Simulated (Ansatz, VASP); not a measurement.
**Al2Ru: VASP beside Ansatz**

Contents of POSCAR:

```
Al2Ru
1.0
    0.0000000000      3.9898374997      4.3915250777
    2.3524746913      0.0000000000      4.3915250777
    2.3524746913      3.9898374997      0.0000000000
Al Ru
4 2
Direct
    0.0790610300      0.4209389700      0.0790610300
    0.4209389700      0.0790610300      0.4209389700
    0.1709389700      0.8290610300      0.1709389700
    0.8290610300      0.1709389700      0.8290610300
    0.7500000000      0.7500000000      0.7500000000
    0.5000000000      0.5000000000      0.5000000000
```

The input INCAR.step1:

```
SYSTEM = Al2Ru
ALGO     = Normal         ! electronic algorithm
EDIFF    = 1E-4           ! SCF threshold, eV
ENCUT    = 520            ! plane-wave cutoff, eV
GGA      = PE             ! functional
ISMEAR   = 0              ! smearing method
LASPH    = .TRUE.         ! aspherical terms in the spheres
LCHARG   = .FALSE.        ! write CHGCAR
LREAL    = .FALSE.        ! projectors in reciprocal space
LWAVE    = .TRUE.         ! write WAVECAR
NBANDS   = 29             ! bands
NELM     = 80             ! most SCF steps
PREC     = Accurate       ! precision mode
SIGMA    = 0.01           ! smearing width, eV
```

INCAR.step2

```
SYSTEM = Al2Ru
ALGO     = Normal         ! electronic algorithm
EDIFF    = 1E-6           ! SCF threshold, eV
ENCUT    = 520            ! plane-wave cutoff, eV
ISIF     = 2              ! what is computed and relaxed
ISMEAR   = 0              ! smearing method
ISTART   = 1            
LASPH    = .TRUE.         ! aspherical terms in the spheres
LCHARG   = .FALSE.        ! write CHGCAR
LMIXTAU  = .TRUE.       
LREAL    = .FALSE.        ! projectors in reciprocal space
LWAVE    = .FALSE.        ! write WAVECAR
METAGGA  = R2SCAN         ! meta-GGA
NBANDS   = 29             ! bands
NELM     = 80             ! most SCF steps
PREC     = Accurate       ! precision mode
SIGMA    = 0.01           ! smearing width, eV
```

The input KPOINTS:

```
k-points
0
G
  1 1 1
  0 0 0
```

Input for Ansatz:

```yaml
crystal:
  lattice:
    - [0.0, 3.9898374997, 4.3915250777]
    - [2.3524746913, 0.0, 4.3915250777]
    - [2.3524746913, 3.9898374997, 0.0]
  atoms:
    - { symbol: Al, position: [0.07906103, 0.42093897, 0.07906103] }
    - { symbol: Al, position: [0.42093897, 0.07906103, 0.42093897] }
    - { symbol: Al, position: [0.17093897, 0.82906103, 0.17093897] }
    - { symbol: Al, position: [0.82906103, 0.17093897, 0.82906103] }
    - { symbol: Ru, position: [0.75, 0.75, 0.75] }
    - { symbol: Ru, position: [0.5, 0.5, 0.5] }
basis:
  ecutwfc: 500
kpoints:
  mp_grid: { grid: [1, 1, 1] }
hamiltonian:
  xc: r2scan
scf:
  occupations: { method: gaussian, width: 0.01 }
output:
  forces: true
  stress: true
  eigenvalues: true
```

Alike in both runs: task single point; functional r2SCAN; k mesh 1 × 1 × 1; occupations gaussian, width 0.01 eV; no spin polarisation.

|  | VASP | Ansatz |
| --- | --- | --- |
| version | VASP 6.6.1 | Ansatz 0.2.0 |
| potentials or method | VASP PAW PBE potentials, release 64 (Al, Ru_pv), cutoff 520 eV | scalar-relativistic, plane waves, PAW |
| valence electrons in the cell | 40 | 44 |

Ansatz gave:

| Item | Value |
| --- | --- |
| gap on the k mesh at the Fermi level (eV) | 1.44 |
| least direct gap on the mesh (eV) | 1.44 |
| pressure (GPa) | 2.5 |
| traceless stress, the component that is largest in VASP (GPa) | 17.13 |
| rms of the force components (eV/Å) | 0.203 |

Q: Estimate VASP's values.

A: gap on the k mesh at the Fermi level (eV): 1.42; least direct gap on the mesh (eV): 1.42; pressure (GPa): 2.3; traceless stress, the component that is largest in VASP (GPa): 17.00; rms of the force components (eV/Å): 0.200.

VASP's potentials were made for PBE, not for r2SCAN. Atom by atom the forces differ by 0.003 eV/Å (rms over components). VASP's potentials hold 40 valence electrons a cell and Ansatz's 44, so a difference there can come from the potentials and not from the codes.

The k mesh is coarse, so the values compare programs but aren't converged.
